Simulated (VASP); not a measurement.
Te2Mo, 3 atoms in the cell. The cell holds a slab with vacuum, 3 atoms: a = 3.560 Å, b = 3.560 Å, c = 17.524 Å, α = 90.00°, β = 90.00°, γ = 120.00°. 

* Program: VASP 6.6.1
* Task: single point
* Functional: LDA
* Potentials or basis: VASP PAW LDA potentials, release 64 (Te, Mo_sv)
* Cutoff: 520 eV
* k mesh: 7 × 7 × 2
* Occupations: gaussian, width 0.1 eV
* Spin: no spin polarisation
* Dipole correction: no
* Further INCAR settings: ALGO = Normal; EDIFF = 1e-06; NBANDS = 20

Potentials or basis: VASP PAW LDA potentials, release 64 (Te, Mo_sv).

Command:

```bash
$ cat potpaw_LDA.64/Te/POTCAR potpaw_LDA.64/Mo_sv/POTCAR > POTCAR
$ mpirun -np 1 vasp_std > vasp.out
```

Hardware: 1 thread of Intel(R) Xeon(R) Platinum 8488C (Sapphire Rapids) (shared host).

How long does it take, and how much memory?

Wall time 56 s on 1 thread of Intel(R) Xeon(R) Platinum 8488C (Sapphire Rapids), with other jobs on the host, peak memory 0.27 GiB. Counts: scf iterations 21, k points 16.
